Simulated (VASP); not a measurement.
Wanted: the native input for a VASP 6.6.1 run.

| Item | Value |
| --- | --- |
| Task | single point |
| Functional | PBEsol |
| Potentials or basis | VASP PAW PBE potentials, release 64 (Ir_sv_GW) |
| Cutoff | 560 eV |
| k mesh | 11 × 11 × 6 |
| Occupations | fermi-dirac, width 0.05 eV |
| Spin | no spin polarisation |
| Dipole correction | no |
| Further INCAR settings | ALGO = Normal; EDIFF = 1e-06; NBANDS = 24 |

The structure of Ir lies in POSCAR:

```
Ir
1.0
    2.7196960313      0.0000000000      0.0000000000
   -1.3598480156      2.3553258536      0.0000000000
    0.0000000000      0.0000000000      4.4082150684
Ir
2
Direct
    0.3333333333      0.6666666667      0.2500000000
    0.6666666667      0.3333333333      0.7500000000
```

This isn't the form of Ir at room conditions, which is fcc.

These files were run (other wordings do the same):

INCAR

```
ALGO = Normal ; EDIFF = 1E-6
ENCUT = 560 ; GGA = PS
GGA_COMPAT = F ; ISIF = 2
ISMEAR = -1 ; LASPH = T
LCHARG = T ; LELF = T
LREAL = F ; LVHAR = T
LWAVE = F ; NBANDS = 24
NELM = 120 ; PREC = Accurate
SIGMA = 0.05
```

KPOINTS

```
k-points
0
Gamma
  11 11 6
```

Potentials or basis: VASP PAW PBE potentials, release 64 (Ir_sv_GW).

Run with:

```bash
$ cat potpaw_PBE.64/Ir_sv_GW/POTCAR > POTCAR
$ mpirun -np 1 vasp_std > vasp.out
```

Results of the run:

```json
{
 "Pressure": "-1.9 GPa",
 "Band gap on the k mesh": "zero (bands 17 and 18 overlap by 3.29 eV)"
}
```

Caveat: the PAW data sets were made with another functional, which shifts forces and pressure a little; spin-orbit coupling is left out, which moves the levels of the heavy elements.

It took 43 s on 1 thread of Intel(R) Xeon(R) Platinum 8259CL CPU @ 2.50GHz (Skylake/Cascade Lake) (shared host), peak memory 0.18 GiB.
